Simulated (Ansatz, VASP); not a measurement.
Rh: VASP beside Ansatz

File INCAR:

```
ALGO = Normal ; EDIFF = 1E-6
ENCUT = 500 ; GGA = PS
GGA_COMPAT = F ; ISIF = 2
ISMEAR = 0 ; LASPH = T
LCHARG = F ; LREAL = F
LWAVE = F ; NBANDS = 14
NELM = 120 ; PREC = Accurate
SIGMA = 0.1
```

File KPOINTS:

```
k-points
0
Gamma
  8 8 8
```

Contents of POSCAR:

```
Rh
1.0
   -1.5592085237      1.5592085237      1.5592085237
    1.5592085237     -1.5592085237      1.5592085237
    1.5592085237      1.5592085237     -1.5592085237
Rh
1
Direct
    0.0000000000      0.0000000000      0.0000000000
```

Input for Ansatz:

```yaml
crystal:
  lattice:
    - [-1.5592085237, 1.5592085237, 1.5592085237]
    - [1.5592085237, -1.5592085237, 1.5592085237]
    - [1.5592085237, 1.5592085237, -1.5592085237]
  atoms:
    - { symbol: Rh, position: [0.0, 0.0, 0.0] }
basis:
  ecutwfc: 420
kpoints:
  mp_grid: { grid: [8, 8, 8] }
hamiltonian:
  xc: pbesol
scf:
  occupations: { method: gaussian, width: 0.1 }
  lower_state_search: "off"
output:
  forces: true
  stress: true
  eigenvalues: true
```

Alike in both runs: task single point; functional PBEsol; k mesh 8 × 8 × 8; occupations gaussian, width 0.1 eV; no spin polarisation.

|  | VASP | Ansatz |
| --- | --- | --- |
| version | VASP 6.6.1 | Ansatz 0.2.0 |
| potentials or method | VASP PAW PBE potentials, release 64 (Rh_pv), cutoff 500 eV | scalar-relativistic, plane waves, PAW |
| valence electrons in the cell | 15 | 17 |

```tsv
	VASP	Ansatz	Ansatz less VASP
gap on the k mesh at the Fermi level (eV)	none	none	-
pressure (GPa)	-18.9	-18.9	-0.01
```

VASP's potentials were made for PBE, not for PBEsol. A gap of «none» marks a metal or a gap that the smearing closes. With one functional, cell and mesh, what is left measures potentials, basis and numerics. VASP's potentials hold 15 valence electrons a cell and Ansatz's 17, so a difference there can come from the potentials and not from the codes.
